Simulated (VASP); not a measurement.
Here is a VASP 6.6.1 calculation.

File INCAR:

```
PREC = Accurate
ENCUT = 520
EDIFF = 1E-6
ISMEAR = -1
SIGMA = 0.1
LREAL = F
LASPH = T
NELM = 80
ALGO = Normal
ISIF = 2
LWAVE = F
LCHARG = F
GGA = PE
NBANDS = 17
ISYM = 0
```

Contents of KPOINTS:

```
regular mesh
0
Gamma
  12 7 10
```

POSCAR

```
Ni
1.0
    0.0000000000     -1.7584000000     -1.7584000000
   -3.5168000000     -1.7584000000     -1.7584000000
    0.0000000000      1.7584000000     -1.7584000000
Ni
2
Direct
    0.0000000000      0.0000000000      0.0000000000
    0.0000000000      0.5000000000      0.5000000000
```

Potentials or basis: VASP PAW PBE potentials, release 64 (Ni).

The run is started by

```bash
$ cat potpaw_PBE.64/Ni/POTCAR > POTCAR
$ mpirun -np 1 vasp_std > vasp.out
```

Task: Estimate the pressure.

Result: -0.3 GPa.

Task: What does it give for the band gap on the k mesh?

Result: Zero (band 10 reaches 9.37 eV, above the bottom of band 11 at 8.72 eV).

Caveat: the run has no spin polarisation, though such a crystal can be magnetic. Spin polarisation is off, so any magnetic state and its effect on volume and gap are missing.
